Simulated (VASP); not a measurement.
# SiO2 (I4/mmm) in VASP: a series of runs

The runs below take SiO2 through single point, with PBE.

Program: VASP 6.6.1. These are calculated values, not measurements. Logs are shortened: lines on timing, memory, paths and dates and some standing lists are left out, and cuts for length are marked.

**1. The cell of the first run**

It takes space group I4/mmm (No. 139, tetragonal). The conventional cell has a = 3.343 Å, b = 3.343 Å, c = 6.479 Å, α = 90.00°, β = 90.00°, γ = 90.00°. Si (site symmetry 4/mmm) has 4 O at 1.67 Å within 2.2 Å. O (site symmetry mmm) has 2 Si at 1.67 Å within 2.2 Å.

**2. Single point, PBE**

INCAR reads:

```
SYSTEM = SiO2
PREC = Accurate ; ENCUT = 520
EDIFF = 1E-7 ; ISMEAR = 0
SIGMA = 0.1 ; LREAL = .False.
LASPH = .True. ; NELM = 100
ALGO = Normal ; ISIF = 2
LWAVE = .False. ; LCHARG = .False.
GGA = PE ; NBANDS = 15
```

KPOINTS reads:

```
regular mesh
0
Gamma
  8 8 8
  0 0 0
```

POSCAR reads:

```
SiO2
1.0
   -1.6715620259      3.2394429095      1.6715631783
    1.6715620259     -3.2394429095      1.6715631783
    1.6715620259      3.2394429095     -1.6715631783
Si O
1 2
Direct
    0.0000000000      0.5000000000      0.5000000000
    0.5000000000      0.0000000000      0.5000000000
    0.0000000000      0.0000000000      0.0000000000
```

Potentials or basis: VASP PAW PBE potentials, release 64 (Si, O).

Launch:

```sh
$ cat potpaw_PBE.64/Si/POTCAR potpaw_PBE.64/O/POTCAR > POTCAR
$ mpirun -np 1 vasp_std > vasp.out
```

OUTCAR:

```text
SYSTEM = SiO2
   PREC = Accurate
   ENCUT = 520
   EDIFF = 1E-7
   ISMEAR = 0
   LREAL = .False.
   LASPH = .True.
   NELM = 100
   ISIF = 2
   GGA = PE

 ion  position               nearest neighbor table
   1  0.000  0.500  0.500-   3 1.67   3 1.67   2 1.67   2 1.67
   2  0.500  0.000  0.500-   1 1.67   1 1.67
   3  0.000  0.000  0.000-   1 1.67   1 1.67

  LATTYP: Found a body centered tetragonal cell.
 ALAT       =     3.3431240518
 C/A-ratio  =     1.9379734998

  Lattice vectors:

 A1 = (   1.6715620259,   3.2394429095,  -1.6715631783)
 A2 = (  -1.6715620259,   3.2394429095,   1.6715631783)
 A3 = (   1.6715620259,  -3.2394429095,   1.6715631783)

Analysis of symmetry for initial positions (statically):
=====================================================================
 Subroutine PRICEL returns:
 Original cell was already a primitive cell.

 Routine SETGRP: Setting up the symmetry group for a
 body centered tetragonal supercell.

 Subroutine GETGRP returns: Found 16 space group operations
 (whereof  8 operations were pure point group operations)
 out of a pool of 16 trial point group operations.

The static configuration has the point symmetry D_2h.
 The point group associated with its full space group is D_4h.

Analysis of symmetry for dynamics (positions and initial velocities):
=====================================================================
 Subroutine PRICEL returns:
 Original cell was already a primitive cell.

 Routine SETGRP: Setting up the symmetry group for a
 body centered tetragonal supercell.

 Subroutine GETGRP returns: Found 16 space group operations
 (whereof  8 operations were pure point group operations)
 out of a pool of 16 trial point group operations.

The dynamic configuration has the point symmetry D_2h.
 The point group associated with its full space group is D_4h.

 Subroutine INISYM returns: Found 16 space group operations
 (whereof  8 operations are pure point group operations),
 and found     1 'primitive' translations

----------------------------------------------------------------------------------------

                                     Primitive cell

  volume of cell :      36.2056

  direct lattice vectors                    reciprocal lattice vectors
    -1.671562026  3.239442910  1.671563178     0.000000000  0.154347526  0.299121210
     1.671562026 -3.239442910  1.671563178     0.299121416  0.000000000  0.299121210
     1.671562026  3.239442910 -1.671563178     0.299121416  0.154347526  0.000000000

  length of vectors
[... 92 lines left out ...]
   POTIM  = 0.5000    time-step for ionic-motion
   TEBEG  =    0.0;   TEEND  =   0.0 temperature during run
   PSTRESS=    0.0 pullay stress
   NELECT =      16.0000    total number of electrons
   NUPDOWN=      -1.0000    fix difference up-down
   EMIN   =  10.00;   EMAX   =-10.00  energy-range for DOS
   EFERMI =   0.00;   METHOD = LEGACY
   ISMEAR =     0;   SIGMA  =   0.10  broadening in eV -4-tet -1-fermi 0-gaus
   EFERMI_NEDOS =   21; number of points for ismear=-14 and -15
   IALGO  =     38    algorithm
   IMIX   =      4    mixing-type and parameters
     AMIX     =   0.40;   BMIX     =  1.00
     AMIX_MAG =   1.60;   BMIX_MAG =  1.00
  volume/ion in A,a.u.               =      12.07        81.44
  Fermi-wavevector in a.u.,A,eV,Ry     =   1.246971  2.356433 21.156191  1.554936
  Thomas-Fermi vector in A             =   2.381124
   LORBIT       =      0    0 simple, 1 ext, 2 COOP (PROOUT), +10 PAW based schemes
   GGA     = PE    functional components
   LHFCALC =     F    Hartree Fock is set to
   AEXX    =    0.0000 exact exchange contribution
   IVDW    =     0    specifies the selected vdW correction
   LEPSILON=     F    determine dielectric tensor
   LRPA    =     F    only Hartree local field effects (RPA)
 non-spin polarized calculation
 Gauss-broadening in eV      SIGMA  =   0.10
  energy-cutoff  :      520.00
  volume of cell :       36.21
 maximum number of plane-waves:      1009
 NGX is ok and might be reduce to    30
   NGX = 15   NGY = 15   NGZ = 15

 number of electron      15.9999999 magnetization

 Free energy of the ion-electron system (eV)
  ---------------------------------------------------
  ext. energy  EPLUGINS =         0.00000000
  ---------------------------------------------------
  free energy    TOTEN  =       -20.47642618 eV

  energy without entropy =      -20.47542084  energy(sigma->0) =      -20.47592351

 E-fermi :   4.7553     XC(G=0):  -9.6477

 val. band max:        4.7213291400   @ k =  -0.0000   0.5000   0.0000
 cond. band min:       4.9317825834   @ k =   0.1250  -0.0000   0.0000
 fundamental gap:      0.2104534434
 Fermi energy:         4.7552512710

 k-point     1 :       0.0000    0.0000    0.0000
  band No.  band energies     occupation
      1     -17.0435      2.00000
      2     -13.2709      2.00000
      3      -3.8807      2.00000
      4      -3.8807      2.00000
      5      -0.6213      2.00000
      6       1.8616      2.00000
      7       3.0039      2.00000
      8       3.0039      2.00000
      9       4.2832      2.00000
     10      11.0345      0.00000
     11      11.4760      0.00000
     12      13.8293      0.00000
     13      13.8293      0.00000
     14      17.2497      0.00000
[... 401 lines left out ...]
      2     -14.9605      2.00000
      3      -6.4784      2.00000
      4      -0.9769      2.00000
      5      -0.8357      2.00000
      6       0.1642      2.00000
      7       0.5193      2.00000
      8       3.7256      2.00000
      9       7.0235      0.00000
     10       8.6505      0.00000
     11      14.3863      0.00000
     12      15.7478      0.00000
     13      16.1974      0.00000
     14      17.8682      0.00000
     15      19.0563      0.00000

 [... further k-points ...]
[... 5 lines left out ...]
  --------------------------------------------------------------------------------------
  -------------------------------------------------------------------------------------
  Total        0.0790221      0.0104476      0.0790222      0.0000000      0.0000000      0.0000000
  in kB        3.4969040      0.4623308      3.4969088      0.0000000      0.0000000      0.0000000
  external PRESSURE =       2.4853812 kB  Pullay stress =       0.0000000 kB

 VOLUME and BASIS-vectors are now :
 -----------------------------------------------------------------------------
  energy-cutoff  :      520.00
  volume of cell :       36.21
      direct lattice vectors                 reciprocal lattice vectors
    -1.671562026  3.239442910  1.671563178     0.000000000  0.154347526  0.299121210
     1.671562026 -3.239442910  1.671563178     0.299121416  0.000000000  0.299121210
     1.671562026  3.239442910 -1.671563178     0.299121416  0.154347526  0.000000000

 POSITION                                       TOTAL-FORCE (eV/Angst)
 -----------------------------------------------------------------------------------
      1.67156      0.00000      0.00000         0.000000      0.000000      0.000000
      0.00000      3.23944      0.00000         0.000000     -0.000000     -0.000000
      0.00000      0.00000      0.00000        -0.000000      0.000000     -0.000000
 -----------------------------------------------------------------------------------
    total drift:                               -0.000000     -0.000000      0.000000

  FREE ENERGIE OF THE ION-ELECTRON SYSTEM (eV)
  ---------------------------------------------------
  free  energy   TOTEN  =       -20.4764261810 eV

  energy  without entropy=      -20.4754208369  energy(sigma->0) =      -20.47592351
```

OSZICAR:

```text
N       E                     dE             d eps       ncg     rms          rms(c)
DAV:   1     0.536291254210E+02    0.53629E+02   -0.78626E+03  1770   0.983E+02
DAV:   2    -0.220700704314E+02   -0.75699E+02   -0.67164E+02  2316   0.206E+02
DAV:   3    -0.248088082811E+02   -0.27387E+01   -0.27297E+01  2246   0.401E+01
DAV:   4    -0.248220835214E+02   -0.13275E-01   -0.13273E-01  2141   0.330E+00
DAV:   5    -0.248221973301E+02   -0.11381E-03   -0.11380E-03  2281   0.295E-01    0.141E+01
DAV:   6    -0.206025542681E+02    0.42196E+01   -0.92245E+00  2029   0.255E+01    0.632E+00
DAV:   7    -0.205208150523E+02    0.81739E-01   -0.34733E-01  2155   0.420E+00    0.236E+00
DAV:   8    -0.204788556716E+02    0.41959E-01   -0.42907E-02  2281   0.189E+00    0.773E-01
DAV:   9    -0.204756477998E+02    0.32079E-02   -0.10799E-02  2267   0.903E-01    0.196E-01
DAV:  10    -0.204763796060E+02   -0.73181E-03   -0.93436E-04  2008   0.200E-01    0.407E-02
DAV:  11    -0.204764239740E+02   -0.44368E-04   -0.75826E-05  2232   0.744E-02    0.109E-02
DAV:  12    -0.204764266648E+02   -0.26908E-05   -0.87680E-06  2134   0.230E-02    0.512E-03
DAV:  13    -0.204764261939E+02    0.47091E-06   -0.15916E-06  2295   0.107E-02    0.783E-04
DAV:  14    -0.204764261810E+02    0.12885E-07   -0.96055E-08  1657   0.231E-03
   1 F= -.20476426E+02 E0= -.20475924E+02  d E =-.100534E-02
```

stdout:

```text
POSCAR found type information on POSCAR SiO
 POSCAR found :  2 types and       3 ions
 scaLAPACK will be used
 LDA part: xc-table for (Slater+PW92), standard interpolation
 POSCAR, INCAR and KPOINTS ok, starting setup
 FFT: planning ... GRIDC
 FFT: planning ... GRID_SOFT
 FFT: planning ... GRID
 WAVECAR not read
 entering main loop
```

Run time: 21 s. Hardware: 1 thread of Intel Xeon Platinum 8488C (Sapphire Rapids), shared host; peak memory 0.17 GiB.

Results:

```
Free energy            : -20.4764 eV
Pressure               : 0.2 GPa
Band gap on the k mesh : zero (band 8 reaches 4.72 eV, above the bottom of band 9 at 4.28 eV)
```

**3. Single point, PBE, collinear spin, ferromagnetic start**

INCAR reads:

```
  ALGO = Normal
  EDIFF = 1E-6
  ENCUT = 520
  GGA = PE
  ISIF = 2
  ISMEAR = 0
  ISPIN = 2
  LASPH = T
  LCHARG = F
  LORBIT = 11
  LREAL = F
  LWAVE = F
  MAGMOM = 0 1 1
  NBANDS = 19
  NELM = 150
  PREC = Accurate
  SIGMA = 0.1
```

KPOINTS reads:

```
k-points
0
Gamma
  8 8 8
```

POSCAR reads:

```
SiO2
1.0
   -1.6715626021      1.6715626021      3.2394429095
    1.6715626021     -1.6715626021      3.2394429095
    1.6715626021      1.6715626021     -3.2394429095
Si O
1 2
Direct
    0.5000000000      0.5000000000      0.0000000000
    0.0000000000      0.5000000000      0.5000000000
    0.5000000000      0.0000000000      0.5000000000
```

Potentials or basis: VASP PAW PBE potentials, release 64 (Si, O).

Launch:

```sh
$ cat potpaw_PBE.64/Si/POTCAR potpaw_PBE.64/O/POTCAR > POTCAR
$ mpirun -np 1 vasp_std > vasp.out
```

Run time: 61 s. Hardware: 1 thread of Intel Xeon Platinum 8488C (Sapphire Rapids), shared host; peak memory 0.21 GiB.

The run converged. Its results:

```yaml
Free_energy: -20.4764 eV
Pressure: 0.3 GPa
Band_gap_on_the_k_mesh: zero (filled and empty bands overlap)
Net_moment: 0.00 μB per cell
Valence_electrons_inside_the_program's_atomic_spheres: Si 1.47; O 5.19
```

Stress tensor (GPa, compression positive):
```
0.35 0.00 0.00
0.00 0.35 0.00
0.00 0.00 0.05
```

Levels at points of the mesh, in eV from the Fermi level:
Spin up:
```
           k point  band 4  band 5  band 6  band 7  band 8  band 9  band 10  band 11  band 12  band 13
(0.00, 0.00, 0.00)   -8.64   -5.38   -2.89   -1.75   -1.75   -0.47     6.28     6.72     9.07     9.07
(0.50, 0.00, 0.00)   -8.08   -5.07   -4.35   -3.31   -3.30    3.39     3.65    10.47    10.77    11.67
(0.50, 0.50, 0.00)   -6.44   -4.69   -4.63   -3.47   -0.03    0.74     5.14     8.05    11.15    11.91
(0.50, 0.50, 0.50)   -8.78   -7.62   -2.18   -1.74   -1.74    1.27     5.06    11.44    13.08    13.12
```
Spin down:
```csv
k point,band 6,band 7,band 8,band 9,band 10,band 11
"(0.00, 0.00, 0.00)",-2.89,-1.75,-1.75,-0.47,6.28,6.72
"(0.50, 0.00, 0.00)",-4.35,-3.31,-3.30,3.39,3.65,10.47
"(0.50, 0.50, 0.00)",-4.63,-3.47,-0.03,0.74,5.14,8.05
"(0.50, 0.50, 0.50)",-2.18,-1.74,-1.74,1.27,5.06,11.44
```

**4. Single point, PBE**

This run uses another cell than the first one, of 12.19 Å³/atom, 1.010 times its volume.

INCAR reads:

```
PREC = Accurate
ENCUT = 520
EDIFF = 1E-6
ISMEAR = 0
SIGMA = 0.1
LREAL = F
LASPH = T
NELM = 100
ALGO = Normal
ISIF = 2
LWAVE = F
LCHARG = F
GGA = PE
NBANDS = 15
```

KPOINTS reads:

```
regular mesh
0
Gamma
  20 20 20
```

POSCAR reads:

```
SiO2
1.0
   -1.6714140437      1.6714140437      3.2715277288
    1.6714140437     -1.6714140437      3.2715277288
    1.6714140437      1.6714140437     -3.2715277288
Si O
1 2
Direct
    0.5000000000      0.5000000000      0.0000000000
    0.0000000000      0.5000000000      0.5000000000
    0.5000000000      0.0000000000      0.5000000000
```

Launch:

```sh
$ cat potpaw_PBE.64/Si/POTCAR potpaw_PBE.64/O/POTCAR > POTCAR
$ mpirun -np 1 vasp_std > vasp.out
```

Wall time 3.5 min (1 thread of Intel Xeon 6975P-C (Granite Rapids), shared host); peak memory 0.4 GiB.

Results (log left out):

```yaml
Free_energy: -20.4766 eV
Pressure: 0.2 GPa
Band_gap_on_the_k_mesh: zero (band 8 reaches 4.64 eV, above the bottom of band 9 at 4.19 eV)
```

Stress tensor (GPa, compression positive):
```
 0.39  0.00  0.00
 0.00  0.39  0.00
 0.00  0.00 -0.14
```

Levels at points of the mesh, in eV from the Fermi level:
| k point | band 4 | band 5 | band 6 | band 7 | band 8 | band 9 | band 10 | band 11 | band 12 | band 13 |
| --- | --- | --- | --- | --- | --- | --- | --- | --- | --- | --- |
| (0.00, 0.00, 0.00) | -8.60 | -5.39 | -2.83 | -1.70 | -1.70 | -0.44 | 6.33 | 6.69 | 9.16 | 9.16 |
| (0.50, 0.00, 0.00) | -8.04 | -5.02 | -4.30 | -3.26 | -3.26 | 3.41 | 3.68 | 10.42 | 10.70 | 11.72 |
| (0.50, 0.50, 0.00) | -6.40 | -4.61 | -4.58 | -3.46 | 0.01 | 0.80 | 5.17 | 8.07 | 11.17 | 11.86 |
| (0.50, 0.50, 0.50) | -8.73 | -7.53 | -2.16 | -1.70 | -1.70 | 1.31 | 5.06 | 11.46 | 13.08 | 13.08 |

**5. Overview**

```tsv
spin	cell	k mesh	gap on the mesh (eV)	pressure (GPa)
off	a = 4.010 Å, angles 130.7, 72.2, 130.7°, 3 atoms	8 × 8 × 8	none	0.2
collinear, ferromagnetic start	a = 4.010 Å, angles 130.7, 130.7, 72.2°, 3 atoms	8 × 8 × 8	none	0.3
off	a = 4.036 Å, angles 131.1, 131.1, 71.7°, 3 atoms	20 × 20 × 20	none	0.2
```

Alike in all rows: task single point; level PBE; potentials or basis VASP PAW PBE potentials, release 64 (Si, O); cutoff (eV) 520; smearing gaussian 0.1 eV.

Total energies depend on the potentials used, so only differences within one code and one set of settings carry meaning.
